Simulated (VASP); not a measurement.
# CaSe (Fm-3m) in VASP: further runs

CaSe is run at these levels: HSE06, PBE-based screened hybrid with 5 % exact exchange, PBE-based screened hybrid with 10 % exact exchange, PBE-based screened hybrid with 40 % exact exchange; tasks: single point.

Program: VASP 6.6.1. These are calculated values, not measurements. Logs are shortened: lines on timing, memory, paths and dates and some standing lists are left out, and cuts for length are marked.

### 1 The cell of the first run

It takes space group Fm-3m (No. 225, cubic). Conventional cell: a = 5.935 Å, b = 5.935 Å, c = 5.935 Å, α = 90.00°, β = 90.00°, γ = 90.00°. Ca (site symmetry m-3m) has 6 Se at 2.97 Å within 3.9 Å. Within 3.9 Å of Se (site symmetry m-3m) lie 6 Ca at 2.97 Å.

### 2 Single point, HSE06

Input file POSCAR:

```
CaSe
1.0
    0.0000000000      2.9675306059      2.9675306059
    2.9675306059      0.0000000000      2.9675306059
    2.9675306059      2.9675306059      0.0000000000
Ca Se
1 1
Direct
    0.0000000000      0.0000000000      0.0000000000
    0.5000000000      0.5000000000      0.5000000000
```

Input file INCAR.step1:

```
ALGO = Normal
EDIFF = 1E-5
ENCUT = 520
GGA = PE
ISIF = 2
ISMEAR = 0
LASPH = True
LCHARG = False
LREAL = False
LWAVE = True
NBANDS = 15
NELM = 80
PREC = Accurate
SIGMA = 0.01
```

Input file INCAR.step2:

```
ALGO = Normal
EDIFF = 1E-6
ENCUT = 520
GGA = PE
HFSCREEN = 0.2079
ISIF = 2
ISMEAR = 0
ISTART = 1
LASPH = True
LCHARG = False
LHFCALC = True
LREAL = False
LWAVE = False
NBANDS = 15
NELM = 80
PREC = Accurate
PRECFOCK = Normal
SIGMA = 0.01
```

Input file KPOINTS:

```
k-points
0
Gamma
  4 4 4
```

Potentials or basis: VASP PAW PBE potentials, release 64 (Ca_sv, Se).

Command:

```sh
> cat potpaw_PBE.64/Ca_sv/POTCAR potpaw_PBE.64/Se/POTCAR > POTCAR
> cp INCAR.step1 INCAR
> mpirun -np 1 vasp_std > vasp.out
> cp INCAR.step2 INCAR
> mpirun -np 1 vasp_std > vasp.out
```

OUTCAR:

```text
EDIFF = 1E-6
   ENCUT = 520
   GGA = PE
   HFSCREEN = 0.2079
   ISIF = 2
   ISMEAR = 0
   ISTART = 1
   LASPH = True
   LHFCALC = True
   LREAL = False
   NELM = 80
   PREC = Accurate
   PRECFOCK = Normal

 ion  position               nearest neighbor table
   1  0.000  0.000  0.000-   2 2.97   2 2.97   2 2.97   2 2.97   2 2.97   2 2.97
   2  0.500  0.500  0.500-   1 2.97   1 2.97   1 2.97   1 2.97   1 2.97   1 2.97

  LATTYP: Found a face centered cubic cell.
 ALAT       =     5.9350612118

  Lattice vectors:

 A1 = (   0.0000000000,   2.9675306059,   2.9675306059)
 A2 = (   2.9675306059,   0.0000000000,   2.9675306059)
 A3 = (   2.9675306059,   2.9675306059,   0.0000000000)

Analysis of symmetry for initial positions (statically):
=====================================================================
 Subroutine PRICEL returns:
 Original cell was already a primitive cell.

 Routine SETGRP: Setting up the symmetry group for a
 face centered cubic supercell.

 Subroutine GETGRP returns: Found 48 space group operations
 (whereof 48 operations were pure point group operations)
 out of a pool of 48 trial point group operations.

The static configuration has the point symmetry O_h .

Analysis of symmetry for dynamics (positions and initial velocities):
=====================================================================
 Subroutine PRICEL returns:
 Original cell was already a primitive cell.

 Routine SETGRP: Setting up the symmetry group for a
 face centered cubic supercell.

 Subroutine GETGRP returns: Found 48 space group operations
 (whereof 48 operations were pure point group operations)
 out of a pool of 48 trial point group operations.

The dynamic configuration has the point symmetry O_h .

 Subroutine INISYM returns: Found 48 space group operations
 (whereof 48 operations are pure point group operations),
 and found     1 'primitive' translations

----------------------------------------------------------------------------------------

                                     Primitive cell

  volume of cell :      52.2656

  direct lattice vectors                    reciprocal lattice vectors
     0.000000000  2.967530606  2.967530606    -0.168490259  0.168490259  0.168490259
     2.967530606  0.000000000  2.967530606     0.168490259 -0.168490259  0.168490259
     2.967530606  2.967530606  0.000000000     0.168490259  0.168490259 -0.168490259

  length of vectors
     4.196722030  4.196722030  4.196722030     0.291833689  0.291833689  0.291833689

  position of ions in fractional coordinates (direct lattice)
     0.000000000  0.000000000  0.000000000
     0.500000000  0.500000000  0.500000000

  ion indices of the primitive-cell ions
   primitive index   ion index
                 1           1
                 2           2

----------------------------------------------------------------------------------------

 KPOINTS: k-points

Automatic generation of k-mesh.
 Grid dimensions read from file:
 generate k-points for:    4    4    4

 Generating k-lattice:

  Cartesian coordinates                     Fractional coordinates (reciprocal lattice)
    -0.042122565  0.042122565  0.042122565     0.250000000  0.000000000  0.000000000
     0.042122565 -0.042122565  0.042122565     0.000000000  0.250000000  0.000000000
     0.042122565  0.042122565 -0.042122565     0.000000000  0.000000000  0.250000000

  Length of vectors
     0.072958422  0.072958422  0.072958422

  Shift w.r.t. Gamma in fractional coordinates (k-lattice)
     0.000000000  0.000000000  0.000000000

 Subroutine IBZKPT returns following result:
 ===========================================

 Found      8 irreducible k-points:

 Following reciprocal coordinates:
            Coordinates               Weight
  0.000000  0.000000  0.000000      1.000000
  0.250000  0.000000  0.000000      8.000000
  0.500000  0.000000  0.000000      4.000000
  0.250000  0.250000  0.000000      6.000000
  0.500000  0.250000  0.000000     24.000000
 -0.250000  0.250000  0.000000     12.000000
  0.500000  0.500000  0.000000      3.000000
 -0.250000  0.500000  0.250000      6.000000
   k-points           NKPTS =      8   k-points in BZ     NKDIM =     64   number of bands    NBANDS=     15
   number of dos      NEDOS =    301   number of ions     NIONS =      2
   total plane-waves  NPLWV =  32768
   dimension x,y,z NGX =    32 NGY =   32 NGZ =   32
   dimension x,y,z NGXF=    64 NGYF=   64 NGZF=   64
   ions per type =               1   1
   NGX,Y,Z   is equivalent  to a cutoff of  12.68, 12.68, 12.68 a.u.
   NGXF,Y,Z  is equivalent  to a cutoff of  25.35, 25.35, 25.35 a.u.
 SYSTEM =  unknown system
   PREC   = accura    normal or accurate (medium, high low for compatibility)
   ISTART =      1    job   : 0-new  1-cont  2-samecut
   ICHARG =      0    charge: 1-file 2-atom 10-const
   ISPIN  =      1    spin polarized calculation?
   LNONCOLLINEAR =      F non collinear calculations
   LSORBIT =      F    spin-orbit coupling
   LASPH  =      T    aspherical Exc in radial PAW
   ENCUT  =  520.0 eV  38.22 Ry    6.18 a.u.   7.80  7.80  7.80*2*pi/ulx,y,z
   NELM   =     80;   NELMIN=  2; NELMDL=  0     # of ELM steps
   EDIFF  = 0.1E-05   stopping-criterion for ELM
   LREAL  =      F    real-space projection
   EDIFFG = 0.1E-04   stopping-criterion for IOM
   NSW    =      0    number of steps for IOM
   IBRION =     -1    ionic relax: 0-MD 1-quasi-New 2-CG
   NFREE  =      0    steps in history (QN), initial steepest desc. (CG)
   ISIF   =      2    stress and relaxation
   ISYM   =      3    0-nonsym 1-usesym 2-fastsym
   POTIM  = 0.5000    time-step for ionic-motion
   TEBEG  =    0.0;   TEEND  =   0.0 temperature during run
   PSTRESS=    0.0 pullay stress
   NELECT =      16.0000    total number of electrons
   NUPDOWN=      -1.0000    fix difference up-down
   EMIN   =  10.00;   EMAX   =-10.00  energy-range for DOS
   EFERMI =   0.00;   METHOD = LEGACY
   ISMEAR =     0;   SIGMA  =   0.01  broadening in eV -4-tet -1-fermi 0-gaus
   EFERMI_NEDOS =   21; number of points for ismear=-14 and -15
   IALGO  =     38    algorithm
   IMIX   =      1    mixing-type and parameters
     AMIX     =   0.40;   BMIX     =  1.00
     AMIX_MAG =   1.60;   BMIX_MAG =  1.00
  volume/ion in A,a.u.               =      26.13       176.35
  Fermi-wavevector in a.u.,A,eV,Ry     =   1.103341  2.085012 16.563196  1.217361
  Thomas-Fermi vector in A             =   2.239797
   LORBIT       =      0    0 simple, 1 ext, 2 COOP (PROOUT), +10 PAW based schemes
   GGA     = PE    functional components
   LHFCALC =     T    Hartree Fock is set to
   PRECFOCK=normal    Normal, Fast or Accurate (Low or Medium for compatibility)
   ENCUT4O =  -1.0   cutoff for four orbital integrals eV
   NKREDX  =     1    reduce k-point grid by
   NKREDY  =     1    reduce k-point grid by
   NKREDZ  =     1    reduce k-point grid by
   AEXX    =    0.2500 exact exchange contribution
   HFSCREEN=    0.2079 screening length (either q_TF or 0.3 A-1)
   HFSCREENC=   0.2079 screening length for correlation (either q_TF or 0.3 A-1)
   ENCUTFOCK=  -1.0 apply spherical cutoff to Coloumb kernel
   IVDW    =     0    specifies the selected vdW correction
   LEPSILON=     F    determine dielectric tensor
   LRPA    =     F    only Hartree local field effects (RPA)
 non-spin polarized calculation
 Gauss-broadening in eV      SIGMA  =   0.01
  energy-cutoff  :      520.00
  volume of cell :       52.27
 maximum number of plane-waves:      1424
  NGX = 24; NGY = 24; NGZ = 24

 number of electron      15.9999997 magnetization

 Free energy of the ion-electron system (eV)
  ---------------------------------------------------
  ext. energy  EPLUGINS =         0.00000000
  ---------------------------------------------------
  free energy    TOTEN  =       -10.67575319 eV

  energy without entropy =      -10.67575319  energy(sigma->0) =      -10.67575319

 E-fermi :   1.9576     XC(G=0):  -7.5922

 val. band max:        1.8070532705   @ k =   0.0000   0.0000   0.0000
 cond. band min:       4.8163546416   @ k =   0.5000   0.5000   0.0000
 fundamental gap:      3.0093013711
 Fermi energy:         1.9576062601

 k-point     1 :       0.0000    0.0000    0.0000
  band No.  band energies     occupation
      1     -41.0454      2.00000
      2     -20.5623      2.00000
      3     -20.5623      2.00000
      4     -20.5623      2.00000
      5     -11.0543      2.00000
      6       1.8071      2.00000
      7       1.8071      2.00000
      8       1.8071      2.00000
      9       6.0483      0.00000
     10       6.7414      0.00000
     11       6.7414      0.00000
     12       6.7414      0.00000
     13       7.3744      0.00000
     14       7.3744      0.00000
     15      12.5154      0.00000

 k-point     2 :       0.2500    0.0000    0.0000
  band No.  band energies     occupation
      1     -41.0420      2.00000
      2     -20.6242      2.00000
      3     -20.5654      2.00000
      4     -20.5654      2.00000
      5     -10.6878      2.00000
      6      -0.3086      2.00000
      7       1.1042      2.00000
      8       1.1042      2.00000
      9       6.5891      0.00000
     10       7.5645      0.00000
     11       7.5645      0.00000
     12       8.6737      0.00000
     13       8.8473      0.00000
     14       8.8473      0.00000
     15      12.5584      0.00000
[... 77 lines left out ...]
      3     -20.5976      2.00000
      4     -20.5976      2.00000
      5     -10.3944      2.00000
      6      -0.9576      2.00000
      7       0.7789      2.00000
      8       0.7789      2.00000
      9       4.8164      0.00000
     10       7.7852      0.00000
     11       8.2776      0.00000
     12       9.4103      0.00000
     13       9.5139      0.00000
     14       9.5139      0.00000
     15      13.0975      0.00000

 k-point     8 :      -0.2500    0.5000    0.2500
  band No.  band energies     occupation
      1     -41.0361      2.00000
      2     -20.6239      2.00000
      3     -20.6239      2.00000
      4     -20.6034      2.00000
      5     -10.2966      2.00000
      6      -0.3373      2.00000
      7      -0.3373      2.00000
      8       0.0298      2.00000
      9       7.4449      0.00000
     10       7.4449      0.00000
     11       8.2601      0.00000
     12       9.0802      0.00000
     13       9.5222      0.00000
     14      11.8733      0.00000
     15      11.8940      0.00000

------------------------ aborting loop because EDIFF is reached ----------------------------------------

  FORCE on cell =-STRESS in cart. coord.  units (eV):
  Direction    XX          YY          ZZ          XY          YZ          ZX
  --------------------------------------------------------------------------------------
  -------------------------------------------------------------------------------------
  Total        0.1092449      0.1092449      0.1092449     -0.0000000     -0.0000000      0.0000000
  in kB        3.3488540      3.3488540      3.3488540     -0.0000000     -0.0000000      0.0000000
  external PRESSURE =       3.3488540 kB  Pullay stress =       0.0000000 kB

 VOLUME and BASIS-vectors are now :
 -----------------------------------------------------------------------------
  energy-cutoff  :      520.00
  volume of cell :       52.27
      direct lattice vectors                 reciprocal lattice vectors
     0.000000000  2.967530606  2.967530606    -0.168490259  0.168490259  0.168490259
     2.967530606  0.000000000  2.967530606     0.168490259 -0.168490259  0.168490259
     2.967530606  2.967530606  0.000000000     0.168490259  0.168490259 -0.168490259

 POSITION                                       TOTAL-FORCE (eV/Angst)
 -----------------------------------------------------------------------------------
      0.00000      0.00000      0.00000         0.000000      0.000000     -0.000000
      2.96753      2.96753      2.96753        -0.000000     -0.000000      0.000000
 -----------------------------------------------------------------------------------
    total drift:                                0.000000      0.000000      0.000000

  FREE ENERGIE OF THE ION-ELECTRON SYSTEM (eV)
  ---------------------------------------------------
  free  energy   TOTEN  =       -10.6757531894 eV

  energy  without entropy=      -10.6757531894  energy(sigma->0) =      -10.67575319
```

It took 5.5 min on 1 thread of Intel Xeon Platinum 8259CL at 2.50GHz (Skylake/Cascade Lake), shared host; peak memory 0.28 GiB.

What came out:

| Property | Result |
| --- | --- |
| Free energy | -10.6758 eV |
| Pressure | 0.3 GPa |
| Band gap on the k mesh | 3.01 eV (least direct gap 4.04 eV) |

Caveat: the k points lie up to 0.46 Å⁻¹ apart; the PAW data sets were made with another functional, which shifts forces and pressure a little. A k mesh can miss the band edges.

(Part 1 of 2 ends here.)
